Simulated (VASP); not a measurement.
# AlCl: single point with PBE

AlCl:

```
Al Cl
1.0
     3.44678    0.00000    0.00000
     0.00000    3.65384    0.00000
     0.00000    0.00000    8.76429
Al Cl
2 2
Direct
  0.00000 0.00000 0.42843
  0.50000 0.50000 0.57157
  0.00000 0.00000 0.18948
  0.50000 0.50000 0.81052
```

| Property | Result |
| --- | --- |
| Program | VASP 6.6.1 |
| Task | single point |
| Functional | PBE |
| Potentials or basis | VASP PAW PBE potentials, release 64 (Al, Cl) |
| Cutoff | 520 eV |
| k mesh | 6 × 6 × 2 |
| Occupations | gaussian, width 0.1 eV |
| Spin | no spin polarisation |
| Dipole correction | no |
| Further INCAR settings | ALGO = Normal; EDIFF = 1e-06; NBANDS = 18 |

- Pressure: -0.1 GPa
- Largest force: 0.047 eV/Å
- Band gap on the k mesh: zero (band 10 reaches 3.33 eV, above the bottom of band 11 at 0.54 eV)

Forces on the atoms (eV/Å):
```
Al   0.000  0.000 -0.013
Al   0.000  0.000  0.013
Cl   0.000  0.000  0.047
Cl   0.000  0.000 -0.047
```

Stress tensor (GPa, compression positive):
```
-0.18  0.00  0.00
 0.00  0.00  0.00
 0.00  0.00 -0.20
```

Levels at points of the mesh, in eV from the Fermi level:
```tsv
k point	band 8	band 9	band 10	band 11	band 12	band 13
(0.00, 0.00, 0.00)	-2.06	-1.95	1.43	1.79	2.97	3.76
(0.50, 0.00, 0.00)	-2.87	-2.10	-2.10	3.13	3.13	4.37
(0.00, 0.50, 0.00)	-2.91	-1.85	-1.85	2.93	2.93	5.24
(0.50, 0.50, 0.00)	-3.46	-1.74	-1.74	-1.36	-1.36	4.45
(0.00, 0.00, 0.50)	-2.02	-1.99	1.08	1.81	2.99	3.74
(0.50, 0.00, 0.50)	-3.10	-2.10	-2.10	3.43	3.43	4.36
(0.00, 0.50, 0.50)	-3.17	-1.85	-1.85	3.23	3.23	5.24
(0.50, 0.50, 0.50)	-3.58	-1.65	-1.65	-1.34	-1.34	4.20
```

It took 35 s on 1 thread of Intel(R) Xeon(R) Platinum 8488C (Sapphire Rapids) (shared host), peak memory 0.24 GiB.

Caveat: this functional lacks dispersion, which binds the layers, so the pressure and a relaxed spacing across them are unreliable.
